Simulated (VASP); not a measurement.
# Ge2P (P4/mmm) in VASP: further runs

The runs below take Ge2P through relaxation of cell and atoms, single point, with PBE.

Everything below comes from runs of VASP 6.6.1. Logs are shortened: lines on timing, memory, paths and dates and some standing lists are left out, and cuts for length are marked.

### 1 The cell of the first run

Symmetry: P4/mmm, No. 123, tetragonal system. The conventional cell has a = 4.957 Å, b = 4.957 Å, c = 2.671 Å, α = 90.00°, β = 90.00°, γ = 90.00°. Within 3.3 Å of Ge (site symmetry mmm) lie 2 P at 2.48 Å and 2 Ge at 2.67 Å. P (site symmetry 4/mmm) has 4 Ge at 2.48 Å and 2 P at 2.67 Å within 3.3 Å.

The cell was built from a structure type or drawn by symmetry, and may not be a known phase.

### 2 Relaxation of cell and atoms, PBE

Input file INCAR:

```
SYSTEM = Ge2P
PREC = Accurate
ENCUT = 600
EDIFF = 1E-7
ISMEAR = 0
SIGMA = 0.1
LREAL = .FALSE.
LASPH = .TRUE.
NELM = 60
ALGO = Normal
ISIF = 3
LWAVE = .FALSE.
LCHARG = .FALSE.
GGA = PE
IBRION = 2
NSW = 90
EDIFFG = -0.04
```

Input file KPOINTS:

```
Automatic mesh
0
G
  4 4 6
  0 0 0
```

Input file POSCAR:

```
Ge2P
1.0
    4.9567852845      0.0000000000      0.0000000000
    0.0000000000      4.9567852845      0.0000000000
    0.0000000000      0.0000000000      2.6708990463
Ge P
2 1
Direct
    0.0000000000      0.5000000000      0.0000000000
    0.5000000000      0.0000000000      0.0000000000
    0.0000000000      0.0000000000      0.0000000000
```

Potentials or basis: VASP PAW PBE potentials, release 64 (Ge_d, P).

Run with:

```bash
$ cat potpaw_PBE.64/Ge_d/POTCAR potpaw_PBE.64/P/POTCAR > POTCAR
$ mpirun -np 1 vasp_std > vasp.out
```

OUTCAR:

```text
SYSTEM = Ge2P
   PREC = Accurate
   ENCUT = 600
   EDIFF = 1E-7
   ISMEAR = 0
   LREAL = .FALSE.
   LASPH = .TRUE.
   NELM = 60
   ISIF = 3
   GGA = PE
   IBRION = 2
   NSW = 90
   EDIFFG = -0.04

 ion  position               nearest neighbor table
   1  0.000  0.500  0.000-   3 2.48   3 2.48
   2  0.500  0.000  0.000-   3 2.48   3 2.48
   3  0.000  0.000  0.000-   1 2.48   2 2.48   1 2.48   2 2.48

  LATTYP: Found a simple tetragonal cell.
 ALAT       =     4.9567852845
 C/A-ratio  =     0.5388369463

  Lattice vectors:

 A1 = (   4.9567852845,   0.0000000000,   0.0000000000)
 A2 = (   0.0000000000,   4.9567852845,   0.0000000000)
 A3 = (   0.0000000000,   0.0000000000,   2.6708990463)

Analysis of symmetry for initial positions (statically):
=====================================================================
 Subroutine PRICEL returns:
 Original cell was already a primitive cell.

 Routine SETGRP: Setting up the symmetry group for a
 simple tetragonal supercell.

 Subroutine GETGRP returns: Found 16 space group operations
 (whereof 16 operations were pure point group operations)
 out of a pool of 16 trial point group operations.

The static configuration has the point symmetry D_4h.

Analysis of symmetry for dynamics (positions and initial velocities):
=====================================================================
 Subroutine PRICEL returns:
 Original cell was already a primitive cell.

 Routine SETGRP: Setting up the symmetry group for a
 simple tetragonal supercell.

 Subroutine GETGRP returns: Found 16 space group operations
 (whereof 16 operations were pure point group operations)
 out of a pool of 16 trial point group operations.

The dynamic configuration has the point symmetry D_4h.

 Subroutine INISYM returns: Found 16 space group operations
 (whereof 16 operations are pure point group operations),
 and found     1 'primitive' translations

----------------------------------------------------------------------------------------

                                     Primitive cell

  volume of cell :      65.6232

  direct lattice vectors                    reciprocal lattice vectors
     4.956785285  0.000000000  0.000000000     0.201743659  0.000000000  0.000000000
     0.000000000  4.956785285  0.000000000     0.000000000  0.201743659  0.000000000
     0.000000000  0.000000000  2.670899046     0.000000000  0.000000000  0.374405765

  length of vectors
     4.956785285  4.956785285  2.670899046     0.201743659  0.201743659  0.374405765

  position of ions in fractional coordinates (direct lattice)
     0.000000000  0.500000000  0.000000000
     0.500000000  0.000000000  0.000000000
     0.000000000  0.000000000  0.000000000

  ion indices of the primitive-cell ions
   primitive index   ion index
                 1           1
                 2           2
                 3           3

----------------------------------------------------------------------------------------

 KPOINTS: Automatic mesh

Automatic generation of k-mesh.
 Grid dimensions read from file:
 generate k-points for:    4    4    6

 Generating k-lattice:

  Cartesian coordinates                     Fractional coordinates (reciprocal lattice)
     0.050435915  0.000000000  0.000000000     0.250000000  0.000000000  0.000000000
     0.000000000  0.050435915  0.000000000     0.000000000  0.250000000  0.000000000
     0.000000000  0.000000000  0.062400961     0.000000000  0.000000000  0.166666667

  Length of vectors
     0.050435915  0.050435915  0.062400961

  Shift w.r.t. Gamma in fractional coordinates (k-lattice)
     0.000000000  0.000000000  0.000000000

 Subroutine IBZKPT returns following result:
 ===========================================

 Found     24 irreducible k-points:

 Following reciprocal coordinates:
            Coordinates               Weight
  0.000000  0.000000  0.000000      1.000000
  0.250000  0.000000  0.000000      4.000000
  0.500000  0.000000  0.000000      2.000000
  0.250000  0.250000  0.000000      4.000000
  0.500000  0.250000  0.000000      4.000000
  0.500000  0.500000  0.000000      1.000000
[... 16 lines left out ...]
  0.500000  0.250000  0.500000      4.000000
  0.500000  0.500000  0.500000      1.000000
   k-points           NKPTS =     24   k-points in BZ     NKDIM =     24   number of bands    NBANDS=     20
   number of dos      NEDOS =    301   number of ions     NIONS =      3
   total plane-waves  NPLWV =  38400
   dimension x,y,z NGX =    40 NGY =   40 NGZ =   24
   dimension x,y,z NGXF=    80 NGYF=   80 NGZF=   48
   ions per type =               2   1
   NGX,Y,Z   is equivalent  to a cutoff of  13.42, 13.42, 14.94 a.u.
   NGXF,Y,Z  is equivalent  to a cutoff of  26.83, 26.83, 29.88 a.u.
 SYSTEM =  Ge2P
   PREC   = accura    normal or accurate (medium, high low for compatibility)
   ISTART =      0    job   : 0-new  1-cont  2-samecut
   ICHARG =      2    charge: 1-file 2-atom 10-const
   ISPIN  =      1    spin polarized calculation?
   LNONCOLLINEAR =      F non collinear calculations
   LSORBIT =      F    spin-orbit coupling
   LASPH  =      T    aspherical Exc in radial PAW
   ENCUT  =  600.0 eV  44.10 Ry    6.64 a.u.   9.90  9.90  5.33*2*pi/ulx,y,z
   NELM   =     60;   NELMIN=  2; NELMDL= -5     # of ELM steps
   EDIFF  = 0.1E-06   stopping-criterion for ELM
   LREAL  =      F    real-space projection
   EDIFFG = -.4E-01   stopping-criterion for IOM
   NSW    =     90    number of steps for IOM
   IBRION =      2    ionic relax: 0-MD 1-quasi-New 2-CG
   NFREE  =      1    steps in history (QN), initial steepest desc. (CG)
   ISIF   =      3    stress and relaxation
   ISYM   =      2    0-nonsym 1-usesym 2-fastsym
   POTIM  = 0.5000    time-step for ionic-motion
   TEBEG  =    0.0;   TEEND  =   0.0 temperature during run
   PSTRESS=    0.0 pullay stress
   NELECT =      33.0000    total number of electrons
   NUPDOWN=      -1.0000    fix difference up-down
   EMIN   =  10.00;   EMAX   =-10.00  energy-range for DOS
   EFERMI =   0.00;   METHOD = LEGACY
   ISMEAR =     0;   SIGMA  =   0.10  broadening in eV -4-tet -1-fermi 0-gaus
   EFERMI_NEDOS =   21; number of points for ismear=-14 and -15
   IALGO  =     38    algorithm
   IMIX   =      4    mixing-type and parameters
     AMIX     =   0.40;   BMIX     =  1.00
     AMIX_MAG =   1.60;   BMIX_MAG =  1.00
  volume/ion in A,a.u.               =      21.87       147.62
  Fermi-wavevector in a.u.,A,eV,Ry     =   1.301848  2.460136 23.059262  1.694808
  Thomas-Fermi vector in A             =   2.432955
   LORBIT       =      0    0 simple, 1 ext, 2 COOP (PROOUT), +10 PAW based schemes
   GGA     = PE    functional components
   LHFCALC =     F    Hartree Fock is set to
   AEXX    =    0.0000 exact exchange contribution
   IVDW    =     0    specifies the selected vdW correction
   LEPSILON=     F    determine dielectric tensor
   LRPA    =     F    only Hartree local field effects (RPA)
 conjugate gradient relaxation of ions
 non-spin polarized calculation
 Gauss-broadening in eV      SIGMA  =   0.10
  energy-cutoff  :      600.00
  volume of cell :       65.62
 maximum number of plane-waves:      2216
 NGX is ok and might be reduce to    40
   NGX = 19   NGY = 19   NGZ = 11

--------------------------------------- Ionic step        1  -------------------------------------------

 number of electron      32.9999983 magnetization

 Free energy of the ion-electron system (eV)
  ---------------------------------------------------
  ext. energy  EPLUGINS =         0.00000000
  ---------------------------------------------------
  free energy    TOTEN  =       -12.72625936 eV

  energy without entropy =      -12.71099282  energy(sigma->0) =      -12.71862609

------------------------ aborting loop because EDIFF is reached ----------------------------------------

  FORCE on cell =-STRESS in cart. coord.  units (eV):
  Direction    XX          YY          ZZ          XY          YZ          ZX
  --------------------------------------------------------------------------------------
  -------------------------------------------------------------------------------------
  Total        2.4896770      2.4896770     -4.3279996      0.0000000      0.0000000     -0.0000000
  in kB       60.7849263     60.7849263   -105.6671788      0.0000000      0.0000000     -0.0000000
  external PRESSURE =       5.3008912 kB  Pullay stress =       0.0000000 kB

 VOLUME and BASIS-vectors are now :
 -----------------------------------------------------------------------------
  energy-cutoff  :      600.00
  volume of cell :       65.62
      direct lattice vectors                 reciprocal lattice vectors
     4.956785285  0.000000000  0.000000000     0.201743659  0.000000000  0.000000000
     0.000000000  4.956785285  0.000000000     0.000000000  0.201743659  0.000000000
     0.000000000  0.000000000  2.670899046     0.000000000  0.000000000  0.374405765
[... 260 lines left out ...]
 POSITION                                       TOTAL-FORCE (eV/Angst)
 -----------------------------------------------------------------------------------
      0.00000      2.58062     -0.00000         0.000000     -0.000000      0.000000
      2.58062      5.16123     -0.00000        -0.000000     -0.000000      0.000000
      0.00000      5.16123     -0.00000        -0.000000      0.000000      0.000000
 -----------------------------------------------------------------------------------
    total drift:                               -0.000000      0.000000     -0.000000

  FREE ENERGIE OF THE ION-ELECTRON SYSTEM (eV)
  ---------------------------------------------------
  free  energy   TOTEN  =       -13.0003053229 eV

  energy  without entropy=      -12.9934664728  energy(sigma->0) =      -12.99688590

--------------------------------------- Ionic step        9  -------------------------------------------

 number of electron      33.0000011 magnetization

 Free energy of the ion-electron system (eV)
  ---------------------------------------------------
  ext. energy  EPLUGINS =         0.00000000
  ---------------------------------------------------
  free energy    TOTEN  =       -13.00099348 eV

  energy without entropy =      -12.99243636  energy(sigma->0) =      -12.99671492

 E-fermi :   5.1442     XC(G=0):  -9.9597

 val. band max:        5.0991133563   @ k =   0.5000   0.0000   0.1667
 cond. band min:       5.1659434420   @ k =   0.2500   0.2500   0.3333
 fundamental gap:      0.0668300858
 Fermi energy:         5.1441597779

 k-point     1 :       0.0000    0.0000    0.0000
  band No.  band energies     occupation
      1     -19.9518      2.00000
      2     -19.9459      2.00000
      3     -19.7645      2.00000
      4     -19.7523      2.00000
      5     -19.7478      2.00000
      6     -19.7289      2.00000
[... 12 lines left out ...]
     19       8.9355      0.00000
     20      12.2319      0.00000
[... 549 lines left out ...]
 POSITION                                       TOTAL-FORCE (eV/Angst)
 -----------------------------------------------------------------------------------
      0.00000      2.57186     -0.00000        -0.000000      0.000000      0.000000
      2.57186      0.00000      2.45811         0.000000     -0.000000      0.000000
      5.14371     -0.00000     -0.00000         0.000000     -0.000000      0.000000
 -----------------------------------------------------------------------------------
    total drift:                               -0.000000     -0.000000      0.000000

  FREE ENERGIE OF THE ION-ELECTRON SYSTEM (eV)
  ---------------------------------------------------
  free  energy   TOTEN  =       -13.0009934826 eV

  energy  without entropy=      -12.9924363600  energy(sigma->0) =      -12.99671492

 reached required accuracy - stopping structural energy minimisation
```

Wall time 5.3 min (1 thread of Intel Xeon 8259CL, shared host); peak memory 0.21 GiB.

Results:

```
Free energy                           : -13.0010 eV
Relaxed volume                        : 21.68 Å³/atom
Relaxed cell                          : a = 5.144 Å, b = 5.144 Å, c = 2.458 Å, α = 90.00°, β = 90.00°, γ = 90.00°
Space group after relaxing (to 0.1 Å) : P4/mmm (No. 123)
Energy gained by relaxing             : 91.6 meV/atom
Ionic steps                           : 9
Pressure after relaxing               : 0.0 GPa
Band gap on the k mesh                : zero (an odd number of electrons rules out a gap without spin polarisation)
```

Stress tensor (GPa, compression positive):
```
 0.08  0.00  0.00
 0.00  0.08  0.00
 0.00  0.00 -0.15
```

The path:
```
step  energy change (eV)  largest force (eV/Å)  pressure (GPa)  volume (Å³)
   1              0.0000                0.0000            0.53        65.62
   2             -0.2697                0.0000           -0.75        66.04
   3             -0.2720                0.0000           -0.81        66.05
   4             -0.2666                0.0000           -0.46        66.06
   5             -0.2723                0.0000           -0.79        66.05
   6             -0.2722                0.0000           -0.76        66.06
   7             -0.2738                0.0000            0.17        65.06
   8             -0.2740                0.0000           -0.07        65.30
   9             -0.2747                0.0000            0.00        65.04
```

Final structure:
```
Ge P
1.0
     5.14371    0.00000    0.00000
     0.00000    5.14371    0.00000
     0.00000    0.00000    2.45811
Ge P
2 1
Direct
  0.00000 0.50000 0.00000
  0.50000 0.00000 0.00000
  0.00000 0.00000 0.00000
```

Levels at points of the mesh, in eV from the Fermi level:
| k point | band 13 | band 14 | band 15 | band 16 | band 17 | band 18 | band 19 | band 20 |
| --- | --- | --- | --- | --- | --- | --- | --- | --- |
| (0.00, 0.00, 0.00) | -8.27 | -6.26 | -6.26 | -0.43 | -0.43 | 3.61 | 3.79 | 7.09 |
| (0.50, 0.00, 0.00) | -8.88 | -6.01 | -2.02 | -1.80 | -0.60 | -0.14 | 6.83 | 7.25 |
| (0.50, 0.50, 0.00) | -10.98 | -3.94 | -1.01 | -1.01 | -0.53 | 0.41 | 1.44 | 7.43 |
| (0.00, 0.00, 0.50) | -3.87 | -3.10 | -2.51 | -2.51 | -2.38 | -2.35 | 3.25 | 3.25 |
| (0.50, 0.00, 0.50) | -5.77 | -3.97 | -3.08 | -2.63 | -2.33 | 2.74 | 2.74 | 3.49 |
| (0.50, 0.50, 0.50) | -5.66 | -5.66 | -3.91 | -3.91 | 0.79 | 3.08 | 3.08 | 3.35 |

Caveat: the k points lie up to 0.43 Å⁻¹ apart in the final cell, too coarse for converged energies and pressures of a metal.

(Part 1 of 2 ends here.)
